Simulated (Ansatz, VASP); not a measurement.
**Two plane-wave programs on HRh6**

Contents of INCAR:

```
SYSTEM = HRh6
PREC = Accurate ; ENCUT = 520
EDIFF = 1E-6 ; ISMEAR = 0
SIGMA = 0.1 ; LREAL = .False.
LASPH = .True. ; NELM = 80
ALGO = Normal ; ISIF = 2
LWAVE = .False. ; LCHARG = .False.
LDIPOL = .True. ; IDIPOL = 3
DIPOL = 0.5 0.5 0.309 ; GGA = PE
NBANDS = 104
```

File KPOINTS:

```
Automatic mesh
0
Gamma
  6 6 1
  0 0 0
```

Contents of POSCAR:

```
HRh6
1.0
    5.4165863251      0.0000000000      0.0000000000
   -2.7082931626      4.6909013593      0.0000000000
    0.0000000000      0.0000000000     22.2966119230
Rh H
12 2
Direct
    0.3333333333      0.1666666667      0.1793994538
    0.3333333333      0.6666666667      0.1793994538
    0.8333333333      0.1666666667      0.1793994538
    0.8333333333      0.6666666667      0.1793994538
    0.1666666667      0.3333333333      0.2757769167
    0.1666666667      0.8333333333      0.2757769167
    0.6666666667      0.3333333333      0.2757769167
    0.6666666667      0.8333333333      0.2757769167
    0.0000000000      0.0000000000      0.3721019118
    0.0000000000      0.5000000000      0.3721019118
    0.5000000000      0.0000000000      0.3721019118
    0.5000000000      0.5000000000      0.3721019118
    0.2100290039      0.4200580078      0.5066515021
    0.2899709961      0.5799419922      0.5066515021
```

Input for Ansatz:

```yaml
crystal:
  lattice:
    - [5.4165863251, 0.0, 0.0]
    - [-2.7082931626, 4.6909013593, 0.0]
    - [0.0, 0.0, 22.296611923]
  atoms:
    - { symbol: Rh, position: [0.3333333333, 0.1666666667, 0.1793994538] }
    - { symbol: Rh, position: [0.3333333333, 0.6666666667, 0.1793994538] }
    - { symbol: Rh, position: [0.8333333333, 0.1666666667, 0.1793994538] }
    - { symbol: Rh, position: [0.8333333333, 0.6666666667, 0.1793994538] }
    - { symbol: Rh, position: [0.1666666667, 0.3333333333, 0.2757769167] }
    - { symbol: Rh, position: [0.1666666667, 0.8333333333, 0.2757769167] }
    - { symbol: Rh, position: [0.6666666667, 0.3333333333, 0.2757769167] }
    - { symbol: Rh, position: [0.6666666667, 0.8333333333, 0.2757769167] }
    - { symbol: Rh, position: [0.0, 0.0, 0.3721019118] }
    - { symbol: Rh, position: [0.0, 0.5, 0.3721019118] }
    - { symbol: Rh, position: [0.5, 0.0, 0.3721019118] }
    - { symbol: Rh, position: [0.5, 0.5, 0.3721019118] }
    - { symbol: H, position: [0.2100290039, 0.4200580078, 0.5066515021] }
    - { symbol: H, position: [0.2899709961, 0.5799419922, 0.5066515021] }
basis:
  ecutwfc: 420
kpoints:
  mp_grid: { grid: [6, 6, 1] }
hamiltonian:
  xc: pbe
  pseudopotentials: { kind: paw, azcp: { folder: soft_1 } }
scf:
  occupations: { method: gaussian, width: 0.1 }
output:
  forces: true
  eigenvalues: true
efield:
  axis: 3
  dipole_correction: true
  ramp_width: 0.04
```

Alike in both runs: task single point; functional PBE; k mesh 6 × 6 × 1; occupations gaussian, width 0.1 eV; no spin polarisation.

|  | VASP | Ansatz |
| --- | --- | --- |
| version | VASP 6.6.1 | Ansatz 0.2.0 |
| potentials or method | VASP PAW PBE potentials, release 64 (Rh_pv, H), cutoff 520 eV | scalar-relativistic, plane waves, PAW |
| valence electrons in the cell | 182 | 206 |

```csv
,VASP,Ansatz,Ansatz less VASP
gap on the k mesh at the Fermi level (eV),none,none,-
rms of the force components (eV/Å),0.019,0.024,+0.0042
```

Atom by atom the forces differ by 0.006 eV/Å (rms over components). A gap of «none» marks a metal or a gap that the smearing closes. VASP's potentials hold 182 valence electrons a cell and Ansatz's 206, so a difference there can come from the potentials and not from the codes.
